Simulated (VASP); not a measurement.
# Rb (Im-3m) in VASP: further runs

Runs on Rb. Level: PBE. Tasks: single point, relaxation of cell and atoms.

Program: VASP 6.6.1. These are calculated values, not measurements. Logs are shortened: lines on timing, memory, paths and dates and some standing lists are left out, and cuts for length are marked.

## (1) The cell of the first run

It takes space group Im-3m (No. 229, cubic). Conventional cell: a = 5.804 Å, b = 5.804 Å, c = 5.804 Å, α = 90.00°, β = 90.00°, γ = 90.00°.

## (2) Single point, PBE (97.78 Å³/atom)

Contents of INCAR:

```
SYSTEM = Rb
ALGO = Normal ; EDIFF = 1E-6
ENCUT = 520 ; GGA = PE
ISIF = 2 ; ISMEAR = 0
LASPH = .True. ; LCHARG = .False.
LREAL = .False. ; LWAVE = .False.
NBANDS = 10 ; NELM = 60
PREC = Accurate ; SIGMA = 0.1
```

Contents of KPOINTS:

```
k-points
0
Gamma
  10 10 10
  0 0 0
```

Contents of POSCAR:

```
Rb
1.0
   -2.9021761179      2.9021761179      2.9021761179
    2.9021761179     -2.9021761179      2.9021761179
    2.9021761179      2.9021761179     -2.9021761179
Rb
1
Direct
    0.0000000000      0.0000000000      0.0000000000
```

Potentials or basis: VASP PAW PBE potentials, release 64 (Rb_sv).

Launch:

```
$ cat potpaw_PBE.64/Rb_sv/POTCAR > POTCAR
$ mpirun -np 1 vasp_std > vasp.out
```

OUTCAR:

```text
SYSTEM = Rb
   EDIFF = 1E-6
   ENCUT = 520
   GGA = PE
   ISIF = 2
   ISMEAR = 0
   LASPH = .True.
   LREAL = .False.
   NELM = 60
   PREC = Accurate

 ion  position               nearest neighbor table
   1  0.000  0.000  0.000-

  LATTYP: Found a body centered cubic cell.
 ALAT       =     5.8043522358

  Lattice vectors:

 A1 = (  -2.9021761179,   2.9021761179,   2.9021761179)
 A2 = (   2.9021761179,  -2.9021761179,   2.9021761179)
 A3 = (   2.9021761179,   2.9021761179,  -2.9021761179)

Analysis of symmetry for initial positions (statically):
=====================================================================
 Subroutine PRICEL returns:
 Original cell was already a primitive cell.

 Routine SETGRP: Setting up the symmetry group for a
 body centered cubic supercell.

 Subroutine GETGRP returns: Found 48 space group operations
 (whereof 48 operations were pure point group operations)
 out of a pool of 48 trial point group operations.

The static configuration has the point symmetry O_h .

Analysis of symmetry for dynamics (positions and initial velocities):
=====================================================================
 Subroutine PRICEL returns:
 Original cell was already a primitive cell.

 Routine SETGRP: Setting up the symmetry group for a
 body centered cubic supercell.

 Subroutine GETGRP returns: Found 48 space group operations
 (whereof 48 operations were pure point group operations)
 out of a pool of 48 trial point group operations.

The dynamic configuration has the point symmetry O_h .

 Subroutine INISYM returns: Found 48 space group operations
 (whereof 48 operations are pure point group operations),
 and found     1 'primitive' translations

----------------------------------------------------------------------------------------

                                     Primitive cell

  volume of cell :      97.7758

  direct lattice vectors                    reciprocal lattice vectors
    -2.902176118  2.902176118  2.902176118     0.000000000  0.172284513  0.172284513
     2.902176118 -2.902176118  2.902176118     0.172284513  0.000000000  0.172284513
     2.902176118  2.902176118 -2.902176118     0.172284513  0.172284513  0.000000000

  length of vectors
     5.026716489  5.026716489  5.026716489     0.243647095  0.243647095  0.243647095

  position of ions in fractional coordinates (direct lattice)
     0.000000000  0.000000000  0.000000000

  ion indices of the primitive-cell ions
   primitive index   ion index
                 1           1

----------------------------------------------------------------------------------------

 KPOINTS: k-points

Automatic generation of k-mesh.
 Grid dimensions read from file:
 generate k-points for:   10   10   10

 Generating k-lattice:

  Cartesian coordinates                     Fractional coordinates (reciprocal lattice)
     0.000000000  0.017228451  0.017228451     0.100000000  0.000000000  0.000000000
     0.017228451  0.000000000  0.017228451     0.000000000  0.100000000  0.000000000
     0.017228451  0.017228451  0.000000000     0.000000000  0.000000000  0.100000000

  Length of vectors
     0.024364710  0.024364710  0.024364710

  Shift w.r.t. Gamma in fractional coordinates (k-lattice)
     0.000000000  0.000000000  0.000000000

 Subroutine IBZKPT returns following result:
 ===========================================

 Found     47 irreducible k-points:

 Following reciprocal coordinates:
            Coordinates               Weight
  0.000000  0.000000  0.000000      1.000000
  0.100000  0.000000  0.000000     12.000000
  0.200000  0.000000  0.000000     12.000000
  0.300000  0.000000  0.000000     12.000000
  0.400000  0.000000  0.000000     12.000000
  0.500000  0.000000  0.000000      6.000000
[... 16 lines left out ...]
  0.300000  0.300000  0.100000      8.000000
 -0.300000  0.300000  0.100000     24.000000
 [... further k-points ...]
   k-points           NKPTS =     47   k-points in BZ     NKDIM =     47   number of bands    NBANDS=     10
   number of dos      NEDOS =    301   number of ions     NIONS =      1
   total plane-waves  NPLWV =  64000
   dimension x,y,z NGX =    40 NGY =   40 NGZ =   40
   dimension x,y,z NGXF=    80 NGYF=   80 NGZF=   80
   ions per type =               1
   NGX,Y,Z   is equivalent  to a cutoff of  13.23, 13.23, 13.23 a.u.
   NGXF,Y,Z  is equivalent  to a cutoff of  26.46, 26.46, 26.46 a.u.
 SYSTEM =  Rb
   PREC   = accura    normal or accurate (medium, high low for compatibility)
   ISTART =      0    job   : 0-new  1-cont  2-samecut
   ICHARG =      2    charge: 1-file 2-atom 10-const
   ISPIN  =      1    spin polarized calculation?
   LNONCOLLINEAR =      F non collinear calculations
   LSORBIT =      F    spin-orbit coupling
   LASPH  =      T    aspherical Exc in radial PAW
   ENCUT  =  520.0 eV  38.22 Ry    6.18 a.u.   9.35  9.35  9.35*2*pi/ulx,y,z
   NELM   =     60;   NELMIN=  2; NELMDL= -5     # of ELM steps
   EDIFF  = 0.1E-05   stopping-criterion for ELM
   LREAL  =      F    real-space projection
   EDIFFG = 0.1E-04   stopping-criterion for IOM
   NSW    =      0    number of steps for IOM
   IBRION =     -1    ionic relax: 0-MD 1-quasi-New 2-CG
   NFREE  =      0    steps in history (QN), initial steepest desc. (CG)
   ISIF   =      2    stress and relaxation
   ISYM   =      2    0-nonsym 1-usesym 2-fastsym
   POTIM  = 0.5000    time-step for ionic-motion
   TEBEG  =    0.0;   TEEND  =   0.0 temperature during run
   PSTRESS=    0.0 pullay stress
   NELECT =       9.0000    total number of electrons
   NUPDOWN=      -1.0000    fix difference up-down
   EMIN   =  10.00;   EMAX   =-10.00  energy-range for DOS
   EFERMI =   0.00;   METHOD = LEGACY
   ISMEAR =     0;   SIGMA  =   0.10  broadening in eV -4-tet -1-fermi 0-gaus
   EFERMI_NEDOS =   21; number of points for ismear=-14 and -15
   IALGO  =     38    algorithm
   IMIX   =      4    mixing-type and parameters
     AMIX     =   0.40;   BMIX     =  1.00
     AMIX_MAG =   1.60;   BMIX_MAG =  1.00
  volume/ion in A,a.u.               =      97.78       659.82
  Fermi-wavevector in a.u.,A,eV,Ry     =   0.739172  1.396832  7.433877  0.546375
  Thomas-Fermi vector in A             =   1.833270
   LORBIT       =      0    0 simple, 1 ext, 2 COOP (PROOUT), +10 PAW based schemes
   GGA     = PE    functional components
   LHFCALC =     F    Hartree Fock is set to
   AEXX    =    0.0000 exact exchange contribution
   IVDW    =     0    specifies the selected vdW correction
   LEPSILON=     F    determine dielectric tensor
   LRPA    =     F    only Hartree local field effects (RPA)
 non-spin polarized calculation
 Gauss-broadening in eV      SIGMA  =   0.10
  energy-cutoff  :      520.00
  volume of cell :       97.78
 maximum number of plane-waves:      2659
 NGX is ok and might be reduce to    40
   NGX = 19   NGY = 19   NGZ = 19

 number of electron       9.0000000 magnetization

 Free energy of the ion-electron system (eV)
  ---------------------------------------------------
  ext. energy  EPLUGINS =         0.00000000
  ---------------------------------------------------
  free energy    TOTEN  =        -0.93231515 eV

  energy without entropy =       -0.92609088  energy(sigma->0) =       -0.92920301

 E-fermi :  -0.1415     XC(G=0):  -5.2971

 val. band max:       -0.1445185471   @ k =  -0.3000   0.4000   0.2000
 cond. band min:      -0.0640166173   @ k =  -0.4000   0.4000   0.2000
 fundamental gap:      0.0805019298
 Fermi energy:        -0.1415050646

 k-point     1 :       0.0000    0.0000    0.0000
  band No.  band energies     occupation
      1     -29.0863      2.00000
      2     -13.1345      2.00000
      3     -13.1345      2.00000
      4     -13.1345      2.00000
      5      -2.0209      2.00000
      6       3.4674      0.00000
      7       3.4674      0.00000
      8       3.4674      0.00000
      9       4.3531      0.00000
     10       4.3531      0.00000

 k-point     2 :       0.1000    0.0000    0.0000
  band No.  band energies     occupation
      1     -29.0860      2.00000
      2     -13.1417      2.00000
      3     -13.1369      2.00000
      4     -13.1345      2.00000
      5      -1.9103      2.00000
      6       3.2797      0.00000
      7       3.3128      0.00000
      8       3.5665      0.00000
      9       4.1466      0.00000
     10       4.3101      0.00000

 k-point     3 :       0.2000    0.0000    0.0000
  band No.  band energies     occupation
      1     -29.0853      2.00000
      2     -13.1604      2.00000
      3     -13.1432      2.00000
      4     -13.1344      2.00000
      5      -1.5873      2.00000
      6       2.6546      0.00000
      7       2.9940      0.00000
      8       3.8588      0.00000
      9       4.1267      0.00000
     10       4.2601      0.00000

 k-point     4 :       0.3000    0.0000    0.0000
  band No.  band energies     occupation
      1     -29.0844      2.00000
      2     -13.1832      2.00000
      3     -13.1510      2.00000
      4     -13.1344      2.00000
      5      -1.0789      2.00000
      6       1.9049      0.00000
      7       2.6939      0.00000
      8       4.1986      0.00000
      9       4.3099      0.00000
     10       4.3289      0.00000

 k-point     5 :       0.4000    0.0000    0.0000
  band No.  band energies     occupation
      1     -29.0836      2.00000
      2     -13.2015      2.00000
      3     -13.1572      2.00000
      4     -13.1343      2.00000
      5      -0.4359      1.99997
      6       1.1586      0.00000
      7       2.4946      0.00000
      8       4.0729      0.00000
      9       4.5099      0.00000
     10       4.9438      0.00000

 k-point     6 :       0.5000    0.0000    0.0000
  band No.  band energies     occupation
      1     -29.0833      2.00000
      2     -13.2084      2.00000
      3     -13.1596      2.00000
      4     -13.1343      2.00000
      5       0.1089      0.00040
      6       0.5896      0.00000
      7       2.4257      0.00000
      8       3.9557      0.00000
      9       4.8247      0.00000
     10       4.9393      0.00000

 k-point     7 :       0.1000    0.1000    0.0000
  band No.  band energies     occupation
      1     -29.0855      2.00000
      2     -13.1546      2.00000
      3     -13.1395      2.00000
      4     -13.1362      2.00000
      5      -1.6933      2.00000
      6       2.9136      0.00000
      7       3.0233      0.00000
      8       3.7493      0.00000
      9       3.9764      0.00000
     10       4.4244      0.00000

 k-point     8 :       0.2000    0.1000   -0.0000
  band No.  band energies     occupation
      1     -29.0847      2.00000
      2     -13.1742      2.00000
      3     -13.1470      2.00000
      4     -13.1369      2.00000
      5      -1.2763      2.00000
      6       2.2706      0.00000
      7       2.6846      0.00000
      8       3.9818      0.00000
      9       4.0768      0.00000
     10       4.5702      0.00000

 k-point     9 :       0.3000    0.1000    0.0000
  band No.  band energies     occupation
      1     -29.0838      2.00000
      2     -13.1930      2.00000
      3     -13.1555      2.00000
      4     -13.1370      2.00000
      5      -0.6949      2.00000
      6       1.5560      0.00000
      7       2.4381      0.00000
      8       3.9587      0.00000
      9       4.4428      0.00000
     10       4.7236      0.00000
[... 118 lines left out ...]
 k-point    19 :      -0.1000    0.1000    0.1000
  band No.  band energies     occupation
      1     -29.0857      2.00000
      2     -13.1436      2.00000
      3     -13.1393      2.00000
      4     -13.1393      2.00000
      5      -1.8009      2.00000
      6       3.2394      0.00000
      7       3.2394      0.00000
      8       3.6073      0.00000
      9       3.6336      0.00000
     10       4.5610      0.00000

 k-point    20 :       0.2000    0.2000    0.1000
  band No.  band energies     occupation
      1     -29.0836      2.00000
      2     -13.1934      2.00000
      3     -13.1568      2.00000
      4     -13.1457      2.00000
      5      -0.3155      1.98613
      6       1.5888      0.00000
      7       1.8253      0.00000
      8       3.5494      0.00000
      9       4.6063      0.00000
     10       4.8766      0.00000

 k-point    21 :       0.3000    0.2000    0.1000
  band No.  band energies     occupation
      1     -29.0833      2.00000
      2     -13.1928      2.00000
      3     -13.1674      2.00000
      4     -13.1474      2.00000
      5       0.3563      0.00000
      6       1.0572      0.00000
      7       1.6342      0.00000
      8       3.1546      0.00000
      9       4.7541      0.00000
     10       4.9650      0.00000

 k-point    22 :      -0.2000    0.2000    0.1000
  band No.  band energies     occupation
      1     -29.0850      2.00000
      2     -13.1603      2.00000
      3     -13.1457      2.00000
      4     -13.1403      2.00000
      5      -1.4812      2.00000
      6       2.6867      0.00000
      7       2.9877      0.00000
      8       3.4747      0.00000
      9       3.8682      0.00000
     10       4.7229      0.00000

 k-point    23 :       0.3000    0.3000    0.1000
  band No.  band energies     occupation
      1     -29.0832      2.00000
      2     -13.1808      2.00000
      3     -13.1808      2.00000
      4     -13.1497      2.00000
      5       0.9696      0.00000
      6       0.9696      0.00000
      7       1.1105      0.00000
      8       2.9281      0.00000
      9       4.8659      0.00000
     10       4.8659      0.00000

 k-point    24 :      -0.3000    0.3000    0.1000
  band No.  band energies     occupation
      1     -29.0841      2.00000
      2     -13.1822      2.00000
      3     -13.1536      2.00000
      4     -13.1400      2.00000
      5      -0.9777      2.00000
      6       1.9420      0.00000
      7       2.7208      0.00000
      8       3.5195      0.00000
      9       4.3285      0.00000
     10       4.7369      0.00000

 [... further k-points ...]
[... 5 lines left out ...]
  --------------------------------------------------------------------------------------
  -------------------------------------------------------------------------------------
  Total       -0.1016757     -0.1016757     -0.1016757     -0.0000000      0.0000000      0.0000000
  in kB       -1.6660819     -1.6660819     -1.6660819     -0.0000000      0.0000000      0.0000000
  external PRESSURE =      -1.6660819 kB  Pullay stress =       0.0000000 kB

 VOLUME and BASIS-vectors are now :
 -----------------------------------------------------------------------------
  energy-cutoff  :      520.00
  volume of cell :       97.78
      direct lattice vectors                 reciprocal lattice vectors
    -2.902176118  2.902176118  2.902176118     0.000000000  0.172284513  0.172284513
     2.902176118 -2.902176118  2.902176118     0.172284513  0.000000000  0.172284513
     2.902176118  2.902176118 -2.902176118     0.172284513  0.172284513  0.000000000

 POSITION                                       TOTAL-FORCE (eV/Angst)
 -----------------------------------------------------------------------------------
      0.00000      0.00000      0.00000         0.000000     -0.000000      0.000000
 -----------------------------------------------------------------------------------
    total drift:                                0.000000      0.000000     -0.000000

  FREE ENERGIE OF THE ION-ELECTRON SYSTEM (eV)
  ---------------------------------------------------
  free  energy   TOTEN  =        -0.9323151480 eV

  energy  without entropy=       -0.9260908766  energy(sigma->0) =       -0.92920301
```

Wall time 69 s (1 thread of Intel Xeon Platinum 8259CL at 2.50GHz (Skylake/Cascade Lake), shared host); peak memory 0.23 GiB.

What came out:

| Item | Value |
| --- | --- |
| Free energy | -0.9323 eV |
| Pressure | -0.2 GPa |
| Band gap on the k mesh | zero (an odd number of electrons rules out a gap without spin polarisation) |

## (3) Single point, PBE (100.54 Å³/atom)

This run uses another cell than the first one, of 100.54 Å³/atom.

Contents of INCAR:

```
SYSTEM = Rb
ALGO = Fast ; EDIFF = 1E-6
ENCUT = 520 ; GGA = PE
ISIF = 2 ; ISMEAR = 0
LASPH = .TRUE. ; LCHARG = .FALSE.
LREAL = .FALSE. ; LWAVE = .FALSE.
NBANDS = 10 ; NELM = 60
PREC = Accurate ; SIGMA = 0.1
```

Contents of KPOINTS:

```
k-points
0
G
  10 10 10
  0 0 0
```

Contents of POSCAR:

```
Rb
1.0
   -2.9293008314      2.9293008314      2.9293008314
    2.9293008314     -2.9293008314      2.9293008314
    2.9293008314      2.9293008314     -2.9293008314
Rb
1
Direct
    0.0000000000      0.0000000000      0.0000000000
```

Potentials or basis: VASP PAW PBE potentials, release 64 (Rb_sv).

Launch:

```
$ cat potpaw_PBE.64/Rb_sv/POTCAR > POTCAR
$ mpirun -np 1 vasp_std > vasp.out
```

It took 76 s on 1 thread of Intel Xeon Platinum 8259CL at 2.50GHz (Skylake/Cascade Lake), shared host; peak memory 0.24 GiB.

It converged, with:

```
Free energy            : -0.9289 eV
Pressure               : -0.2 GPa
Band gap on the k mesh : zero (an odd number of electrons rules out a gap without spin polarisation)
```

Levels at points of the mesh, in eV from the Fermi level:
```csv
k point,band 2,band 3,band 4,band 5,band 6,band 7,band 8,band 9
"(0.00, 0.00, 0.00)",-13.01,-13.01,-13.01,-1.84,3.58,3.58,3.58,4.45
"(0.50, 0.00, 0.00)",-13.08,-13.03,-13.01,0.25,0.72,2.56,4.04,4.89
"(0.50, 0.50, 0.50)",-13.06,-13.06,-13.06,1.32,1.32,3.00,3.00,3.00
```

(Continued in part 2 of 2.)
